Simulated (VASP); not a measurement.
Set up this calculation in VASP 6.6.1, as the native input.

```yaml
Task: single point
Functional: PBE
Potentials_or_basis: VASP PAW PBE potentials, release 64 (Ca_sv, S)
Cutoff: 500 eV
k_mesh: 8 × 8 × 8
Occupations: methfessel-paxton, width 0.02 eV
Spin: no spin polarisation
Dipole_correction: no
Further_INCAR_settings: ALGO = Normal; EDIFF = 1e-06; NBANDS = 15
```

The structure of CaS lies in POSCAR:

```
CaS
1.0
    0.0000000000      2.9118185675      2.9118185675
    2.9118185675      0.0000000000      2.9118185675
    2.9118185675      2.9118185675      0.0000000000
Ca S
1 1
Direct
    0.0000000000      0.0000000000      0.0000000000
    0.5000000000      0.5000000000      0.5000000000
```

One way to write it, as run:

INCAR

```
SYSTEM = CaS
ALGO     = Normal         ! electronic algorithm
EDIFF    = 1E-6           ! SCF threshold, eV
ENCUT    = 500            ! plane-wave cutoff, eV
GGA      = PE             ! functional
GGA_COMPAT= .FALSE.      
ISIF     = 2              ! what is computed and relaxed
ISMEAR   = 1              ! smearing method
LASPH    = .TRUE.         ! aspherical terms in the spheres
LCHARG   = .FALSE.        ! write CHGCAR
LREAL    = .FALSE.        ! projectors in reciprocal space
LWAVE    = .FALSE.        ! write WAVECAR
NBANDS   = 15             ! bands
NELM     = 120            ! most SCF steps
PREC     = Accurate       ! precision mode
SIGMA    = 0.02           ! smearing width, eV
```

KPOINTS

```
k-points
0
G
  8 8 8
  0 0 0
```

Potentials or basis: VASP PAW PBE potentials, release 64 (Ca_sv, S).

Run with:

```sh
$ cat potpaw_PBE.64/Ca_sv/POTCAR potpaw_PBE.64/S/POTCAR > POTCAR
$ mpirun -np 1 vasp_std > vasp.out
```

Results of the run:

```
Pressure               : -2.8 GPa
Band gap on the k mesh : 2.49 eV (least direct gap 3.25 eV)
```

It took 8.9 s on 1 thread of Intel(R) Xeon(R) 6975P-C (Granite Rapids) (shared host), peak memory 0.17 GiB.
